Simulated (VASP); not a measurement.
# CuCl (F-43m) in VASP: a series of runs

CuCl is run at these levels: PBE0, HSE06; tasks: single point.

Program: VASP 6.6.1. These are calculated values, not measurements. Logs are shortened: lines on timing, memory, paths and dates and some standing lists are left out, and cuts for length are marked.

## (1) The cell of the first run

Symmetry: F-43m, No. 216, cubic system. Conventional cell: a = 5.358 Å, b = 5.358 Å, c = 5.358 Å, α = 90.00°, β = 90.00°, γ = 90.00°. Cu (site symmetry -43m) has 4 Cl at 2.32 Å within 3.1 Å. Within 3.1 Å of Cl (site symmetry -43m) lie 4 Cu at 2.32 Å.

## (2) Single point, PBE0

Contents of POSCAR:

```
CuCl
1.0
    0.0000000000      2.6787561796      2.6787561796
    2.6787561796      0.0000000000      2.6787561796
    2.6787561796      2.6787561796      0.0000000000
Cu Cl
1 1
Direct
    0.0000000000      0.0000000000      0.0000000000
    0.2500000000      0.2500000000      0.2500000000
```

Contents of INCAR.step1:

```
SYSTEM = CuCl
PREC = Accurate
ENCUT = 520
EDIFF = 1E-5
ISMEAR = 0
SIGMA = 0.01
LREAL = .False.
LASPH = .True.
NELM = 120
ALGO = Normal
ISIF = 2
LWAVE = .True.
LCHARG = .False.
NBANDS = 16
GGA = PE
GGA_COMPAT = .False.
```

Contents of INCAR.step2:

```
SYSTEM = CuCl
PREC = Accurate
ENCUT = 520
EDIFF = 1E-6
ISMEAR = 0
SIGMA = 0.01
LREAL = .False.
LASPH = .True.
NELM = 120
ALGO = Normal
ISIF = 2
LWAVE = .False.
LCHARG = .False.
GGA = PE
LHFCALC = .True.
AEXX = 0.25
PRECFOCK = Normal
NBANDS = 16
ISTART = 1
GGA_COMPAT = .False.
```

Contents of KPOINTS:

```
Automatic mesh
0
Gamma
  6 6 6
  0 0 0
```

Potentials or basis: VASP PAW PBE potentials, release 64 (Cu, Cl).

Launch:

```console
$ cat potpaw_PBE.64/Cu/POTCAR potpaw_PBE.64/Cl/POTCAR > POTCAR
$ cp INCAR.step1 INCAR
$ mpirun -np 1 vasp_std > vasp.out
$ cp INCAR.step2 INCAR
$ mpirun -np 1 vasp_std > vasp.out
```

OUTCAR:

```text
SYSTEM = CuCl
   PREC = Accurate
   ENCUT = 520
   EDIFF = 1E-6
   ISMEAR = 0
   LREAL = .False.
   LASPH = .True.
   NELM = 120
   ISIF = 2
   GGA = PE
   LHFCALC = .True.
   AEXX = 0.25
   PRECFOCK = Normal
   ISTART = 1

 ion  position               nearest neighbor table
   1  0.000  0.000  0.000-   2 2.32   2 2.32   2 2.32   2 2.32
   2  0.250  0.250  0.250-   1 2.32   1 2.32   1 2.32   1 2.32

  LATTYP: Found a face centered cubic cell.
 ALAT       =     5.3575123592

  Lattice vectors:

 A1 = (   0.0000000000,   2.6787561796,   2.6787561796)
 A2 = (   2.6787561796,   0.0000000000,   2.6787561796)
 A3 = (   2.6787561796,   2.6787561796,   0.0000000000)

Analysis of symmetry for initial positions (statically):
=====================================================================
 Subroutine PRICEL returns:
 Original cell was already a primitive cell.

 Routine SETGRP: Setting up the symmetry group for a
 face centered cubic supercell.

 Subroutine GETGRP returns: Found 24 space group operations
 (whereof 24 operations were pure point group operations)
 out of a pool of 48 trial point group operations.

The static configuration has the point symmetry T_d .

Analysis of symmetry for dynamics (positions and initial velocities):
=====================================================================
 Subroutine PRICEL returns:
 Original cell was already a primitive cell.

 Routine SETGRP: Setting up the symmetry group for a
 face centered cubic supercell.

 Subroutine GETGRP returns: Found 24 space group operations
 (whereof 24 operations were pure point group operations)
 out of a pool of 48 trial point group operations.

The dynamic configuration has the point symmetry T_d .

 Subroutine INISYM returns: Found 24 space group operations
 (whereof 24 operations are pure point group operations),
 and found     1 'primitive' translations

----------------------------------------------------------------------------------------

                                     Primitive cell

  volume of cell :      38.4441

  direct lattice vectors                    reciprocal lattice vectors
     0.000000000  2.678756180  2.678756180    -0.186653792  0.186653792  0.186653792
[... 81 lines left out ...]
   IBRION =     -1    ionic relax: 0-MD 1-quasi-New 2-CG
   NFREE  =      0    steps in history (QN), initial steepest desc. (CG)
   ISIF   =      2    stress and relaxation
   ISYM   =      3    0-nonsym 1-usesym 2-fastsym
   POTIM  = 0.5000    time-step for ionic-motion
   TEBEG  =    0.0;   TEEND  =   0.0 temperature during run
   PSTRESS=    0.0 pullay stress
   NELECT =      18.0000    total number of electrons
   NUPDOWN=      -1.0000    fix difference up-down
   EMIN   =  10.00;   EMAX   =-10.00  energy-range for DOS
   EFERMI =   0.00;   METHOD = LEGACY
   ISMEAR =     0;   SIGMA  =   0.01  broadening in eV -4-tet -1-fermi 0-gaus
   EFERMI_NEDOS =   21; number of points for ismear=-14 and -15
   IALGO  =     38    algorithm
   IMIX   =      1    mixing-type and parameters
     AMIX     =   0.40;   BMIX     =  1.00
     AMIX_MAG =   1.60;   BMIX_MAG =  1.00
  volume/ion in A,a.u.               =      19.22       129.72
  Fermi-wavevector in a.u.,A,eV,Ry     =   1.271225  2.402267 21.987197  1.616013
  Thomas-Fermi vector in A             =   2.404170
   LORBIT       =      0    0 simple, 1 ext, 2 COOP (PROOUT), +10 PAW based schemes
   GGA     = PE    functional components
   LHFCALC =     T    Hartree Fock is set to
   PRECFOCK=normal    Normal, Fast or Accurate (Low or Medium for compatibility)
   ENCUT4O =  -1.0   cutoff for four orbital integrals eV
   NKREDX  =     1    reduce k-point grid by
   NKREDY  =     1    reduce k-point grid by
   NKREDZ  =     1    reduce k-point grid by
   AEXX    =    0.2500 exact exchange contribution
   HFSCREEN=    0.0000 screening length (either q_TF or 0.3 A-1)
   HFSCREENC=   0.0000 screening length for correlation (either q_TF or 0.3 A-1)
   ENCUTFOCK=  -1.0 apply spherical cutoff to Coloumb kernel
   IVDW    =     0    specifies the selected vdW correction
   LEPSILON=     F    determine dielectric tensor
   LRPA    =     F    only Hartree local field effects (RPA)
 non-spin polarized calculation
 Gauss-broadening in eV      SIGMA  =   0.01
  energy-cutoff  :      520.00
  volume of cell :       38.44
 maximum number of plane-waves:      1056
  NGX = 24; NGY = 24; NGZ = 24

 number of electron      18.0000000 magnetization

 Free energy of the ion-electron system (eV)
  ---------------------------------------------------
  ext. energy  EPLUGINS =         0.00000000
  ---------------------------------------------------
  free energy    TOTEN  =        -8.09316810 eV

  energy without entropy =       -8.09316810  energy(sigma->0) =       -8.09316810

 E-fermi :   2.7049     XC(G=0):  -7.5001

 val. band max:        2.5429549057   @ k =   0.0000   0.0000   0.0000
 cond. band min:       5.6395799351   @ k =   0.0000   0.0000   0.0000
 fundamental gap:      3.0966250294
 Fermi energy:         2.7048791882

 k-point     1 :       0.0000    0.0000    0.0000
  band No.  band energies     occupation
      1     -15.6327      2.00000
      2      -2.6044      2.00000
      3      -2.6044      2.00000
      4      -2.6044      2.00000
      5       0.5767      2.00000
      6       0.5767      2.00000
[... 281 lines left out ...]
      3      -3.0119      2.00000
      4      -2.5807      2.00000
      5       0.4437      2.00000
      6       0.5254      2.00000
[... 8 lines left out ...]
     15      19.3353      0.00000
     16      19.3757      0.00000

------------------------ aborting loop because EDIFF is reached ----------------------------------------

  FORCE on cell =-STRESS in cart. coord.  units (eV):
  Direction    XX          YY          ZZ          XY          YZ          ZX
  --------------------------------------------------------------------------------------
  -------------------------------------------------------------------------------------
  Total        0.5175866      0.5175866      0.5175866      0.0000000      0.0000000      0.0000000
  in kB       21.5706905     21.5706905     21.5706905      0.0000000      0.0000000      0.0000000
  external PRESSURE =      21.5706905 kB  Pullay stress =       0.0000000 kB

 VOLUME and BASIS-vectors are now :
 -----------------------------------------------------------------------------
  energy-cutoff  :      520.00
  volume of cell :       38.44
      direct lattice vectors                 reciprocal lattice vectors
     0.000000000  2.678756180  2.678756180    -0.186653792  0.186653792  0.186653792
     2.678756180  0.000000000  2.678756180     0.186653792 -0.186653792  0.186653792
     2.678756180  2.678756180  0.000000000     0.186653792  0.186653792 -0.186653792

 POSITION                                       TOTAL-FORCE (eV/Angst)
 -----------------------------------------------------------------------------------
      0.00000      0.00000      0.00000         0.000000     -0.000000      0.000000
      1.33938      1.33938      1.33938        -0.000000      0.000000     -0.000000
 -----------------------------------------------------------------------------------
    total drift:                               -0.000027     -0.000015      0.000001

  FREE ENERGIE OF THE ION-ELECTRON SYSTEM (eV)
  ---------------------------------------------------
  free  energy   TOTEN  =        -8.0931681020 eV

  energy  without entropy=       -8.0931681020  energy(sigma->0) =       -8.09316810
```

Run time: 45 min. Hardware: 1 thread of AMD EPYC 7R13 (Zen 3), shared host; peak memory 0.15 GiB.

Results:

```yaml
Free_energy: -8.0932 eV
Pressure: 2.2 GPa
Band_gap_on_the_k_mesh: 3.10 eV
```

Caveat: the PAW data sets were made with another functional, which shifts forces and pressure a little.

## (3) Single point, HSE06

POSCAR is that of step 2.

Contents of INCAR.step1:

```
SYSTEM = CuCl
ALGO = Normal ; EDIFF = 1E-5
ENCUT = 520 ; GGA = PE
GGA_COMPAT = .False. ; ISIF = 2
ISMEAR = 0 ; LASPH = .True.
LCHARG = .False. ; LREAL = .False.
LWAVE = .True. ; NBANDS = 16
NELM = 120 ; PREC = Accurate
SIGMA = 0.01
```

Contents of INCAR.step2:

```
SYSTEM = CuCl
ALGO = Normal ; EDIFF = 1E-6
ENCUT = 520 ; GGA = PE
GGA_COMPAT = .False. ; HFSCREEN = 0.2079
ISIF = 2 ; ISMEAR = 0
ISTART = 1 ; LASPH = .True.
LCHARG = .False. ; LHFCALC = .True.
LREAL = .False. ; LWAVE = .False.
NBANDS = 16 ; NELM = 120
PREC = Accurate ; PRECFOCK = Normal
SIGMA = 0.01
```

Contents of KPOINTS:

```
k-points
0
Gamma
  6 6 6
  0 0 0
```

Potentials or basis: VASP PAW PBE potentials, release 64 (Cu, Cl).

Launch:

```console
$ cat potpaw_PBE.64/Cu/POTCAR potpaw_PBE.64/Cl/POTCAR > POTCAR
$ cp INCAR.step1 INCAR
$ mpirun -np 1 vasp_std > vasp.out
$ cp INCAR.step2 INCAR
$ mpirun -np 1 vasp_std > vasp.out
```

Wall time 24 min (1 thread of AMD EPYC 9R45 (Zen 5), shared host); peak memory 0.24 GiB.

It converged, with:

| Quantity | Value |
| --- | --- |
| Free energy | -7.5342 eV |
| Pressure | 2.3 GPa |
| Band gap on the k mesh | 2.37 eV |

Levels at points of the mesh, in eV from the valence-band top:
| k point | band 6 | band 7 | band 8 | band 9 | band 10 | band 11 | band 12 | band 13 |
| --- | --- | --- | --- | --- | --- | --- | --- | --- |
| (0.00, 0.00, 0.00) | -1.94 | 0.00 | 0.00 | 0.00 | 2.37 | 8.65 | 8.65 | 8.65 |
| (0.50, 0.00, 0.00) | -1.87 | -1.81 | -0.70 | -0.70 | 4.83 | 8.80 | 9.05 | 9.05 |
| (0.50, 0.50, 0.00) | -1.75 | -1.69 | -1.47 | -1.47 | 4.98 | 6.44 | 10.91 | 13.43 |

Caveat: the PAW data sets were made with another functional, which shifts forces and pressure a little.
